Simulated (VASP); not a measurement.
Here is a VASP 6.6.1 calculation.

The input INCAR:

```
PREC = Accurate
ENCUT = 600
EDIFF = 1E-6
ISMEAR = -1
SIGMA = 0.1
LREAL = F
LASPH = T
NELM = 60
ALGO = Normal
ISIF = 3
LWAVE = F
LCHARG = F
GGA = PE
IBRION = 2
NSW = 32
EDIFFG = -0.005
PSTRESS = 750.0
```

KPOINTS

```
Automatic mesh
0
Gamma
  10 10 8
```

The input POSCAR:

```
Si2Mo
1.0
    3.9238450759      0.0000000000      0.0000000000
   -1.9619225379      3.3981495162      0.0000000000
    0.0000000000      0.0000000000      2.4509075665
Mo Si
1 2
Direct
    0.0000000000      0.0000000000      0.0000000000
    0.3333333333      0.6666666667      0.5000000000
    0.6666666667      0.3333333333      0.5000000000
```

Potentials or basis: VASP PAW PBE potentials, release 64 (Mo_sv, Si).

Command:

```bash
$ cat potpaw_PBE.64/Mo_sv/POTCAR potpaw_PBE.64/Si/POTCAR > POTCAR
$ mpirun -np 1 vasp_std > vasp.out
```

(1) Predict the relaxed cell.

(2) Estimate the relaxed volume.

(3) Predict the band gap on the k mesh.

(4) What does it give for the space group after relaxing (to 0.1 Å)?

## Answers

(1) a = 3.924 Å, b = 3.924 Å, c = 2.452 Å, α = 90.00°, β = 90.00°, γ = 120.00°.

(2) 10.90 Å³/atom.

(3) zero (bands 11 and 12 overlap by 3.32 eV).

(4) P6/mmm (No. 191).

Caveat: the cell is relaxed towards a set pressure, so the run minimises the enthalpy, not the energy.
